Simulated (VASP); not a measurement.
Set up this calculation in VASP 6.6.1, as the native input.

| Property | Result |
| --- | --- |
| Task | single point |
| Functional | RPBE |
| Potentials or basis | VASP PAW PBE potentials, release 64 (Zn, O) |
| Cutoff | 520 eV |
| k mesh | 8 × 8 × 6 |
| Occupations | gaussian, width 0.05 eV |
| Spin | no spin polarisation |
| Dipole correction | no |
| Further INCAR settings | ALGO = Normal; EDIFF = 1e-06; NBANDS = 26 |

The structure of ZnO lies in POSCAR:

```
ZnO
1.0
    3.3093379584      0.0000000000      0.0000000000
   -1.6546689792      2.8659707417      0.0000000000
    0.0000000000      0.0000000000      5.3362518018
Zn O
2 2
Direct
    0.3333333333      0.6666666667      0.0014489168
    0.6666666667      0.3333333333      0.5014489168
    0.3333333333      0.6666666667      0.3806510832
    0.6666666667      0.3333333333      0.8806510832
```

These files were run (other wordings do the same):

INCAR

```
SYSTEM = ZnO
PREC = Accurate
ENCUT = 520
EDIFF = 1E-6
ISMEAR = 0
SIGMA = 0.05
LREAL = .False.
LASPH = .True.
NELM = 80
ALGO = Normal
ISIF = 2
LWAVE = .False.
LCHARG = .False.
GGA = RP
NBANDS = 26
```

KPOINTS

```
regular mesh
0
Gamma
  8 8 6
  0 0 0
```

Potentials or basis: VASP PAW PBE potentials, release 64 (Zn, O).

The run is started by

```bash
$ cat potpaw_PBE.64/Zn/POTCAR potpaw_PBE.64/O/POTCAR > POTCAR
$ mpirun -np 1 vasp_std > vasp.out
```

It gave:

```json
{"Pressure": "1.9 GPa", "Largest force": "0.006 eV/Å", "Band gap on the k mesh": "0.79 eV, direct"}
```

Caveat: the PAW data sets were made with another functional, which shifts forces and pressure a little.

Wall time 46 s on 1 thread of Intel(R) Xeon(R) Platinum 8259CL CPU @ 2.50GHz (Skylake/Cascade Lake), with other jobs on the host, peak memory 0.19 GiB.
